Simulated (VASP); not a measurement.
Write the native input for VASP 6.6.1 that does the following.

```
Task                   : electric field gradients
Functional             : PBE
Potentials or basis    : VASP PAW PBE potentials, release 64 (Rb_sv, Br)
Cutoff                 : 520 eV
k mesh                 : 6 × 6 × 6
Occupations            : fermi-dirac, width 0.02 eV
Spin                   : no spin polarisation
Dipole correction      : no
Further INCAR settings : ALGO = Normal; EDIFF = 1e-08; NBANDS = 15
```

The structure of RbBr lies in POSCAR:

```
RbBr
1.0
    0.0000000000      3.3811767539      3.3811767539
    3.3811767539      0.0000000000      3.3811767539
    3.3811767539      3.3811767539      0.0000000000
Rb Br
1 1
Direct
    0.0000000000      0.0000000000      0.0000000000
    0.5000000000      0.5000000000      0.5000000000
```

These files were run (other wordings do the same):

INCAR

```
SYSTEM = RbBr
ALGO = Normal
EDIFF = 1E-8
ENCUT = 520
GGA = PE
ISIF = 2
ISMEAR = -1
LASPH = .True.
LCHARG = .False.
LEFG = .True.
LREAL = .False.
LWAVE = .False.
NBANDS = 15
NELM = 80
PREC = Accurate
SIGMA = 0.02
```

KPOINTS

```
k-points
0
Gamma
  6 6 6
  0 0 0
```

Potentials or basis: VASP PAW PBE potentials, release 64 (Rb_sv, Br).

The run is started by

```bash
$ cat potpaw_PBE.64/Rb_sv/POTCAR potpaw_PBE.64/Br/POTCAR > POTCAR
$ mpirun -np 1 vasp_std > vasp.out
```

Results of the run:

```json
{
  "Pressure": "1.8 GPa",
  "Band gap on the k mesh": "4.47 eV",
  "Largest electric field gradient by atom": "zero within the noise of the run"
}
```

It took 12 s on 1 thread of Intel(R) Xeon(R) Platinum 8488C (Sapphire Rapids) (shared host), peak memory 0.21 GiB.
